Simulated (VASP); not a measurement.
A run of VASP 6.6.1:

INCAR

```
SYSTEM = Si4Se
PREC = Accurate ; ENCUT = 520
EDIFF = 1E-7 ; ISMEAR = 0
SIGMA = 0.1 ; LREAL = .False.
LASPH = .True. ; NELM = 100
ALGO = Normal ; ISIF = 2
LWAVE = .False. ; LCHARG = .False.
GGA = PE ; NBANDS = 19
```

KPOINTS

```
regular mesh
0
Gamma
  12 12 8
  0 0 0
```

File POSCAR:

```
Si4Se
1.0
    5.1344028774      0.0000000000      0.0000000000
   -2.5672014387      4.4465233251      0.0000000000
    0.0000000000      0.0000000000      4.6483957877
Si Se
4 1
Direct
    0.8313078312      0.1686921688      0.0000000000
    0.8313078312      0.6626156623      0.0000000000
    0.3373843377      0.1686921688      0.0000000000
    0.3333333333      0.6666666667      0.0000000000
    0.0000000000      0.0000000000      0.5000000000
```

Potentials or basis: VASP PAW PBE potentials, release 64 (Si, Se).

Command:

```sh
$ cat potpaw_PBE.64/Si/POTCAR potpaw_PBE.64/Se/POTCAR > POTCAR
$ mpirun -np 1 vasp_std > vasp.out
```

Hardware: 1 thread of Intel(R) Xeon(R) Platinum 8375C CPU @ 2.90GHz (Ice Lake), on a shared host.

Q: How long does it take, and how much memory?

A: Run time: 2.2 min on 1 thread of Intel(R) Xeon(R) Platinum 8375C CPU @ 2.90GHz (Ice Lake) (shared host), peak memory 0.33 GiB. Counts: scf iterations 14, k points 95.
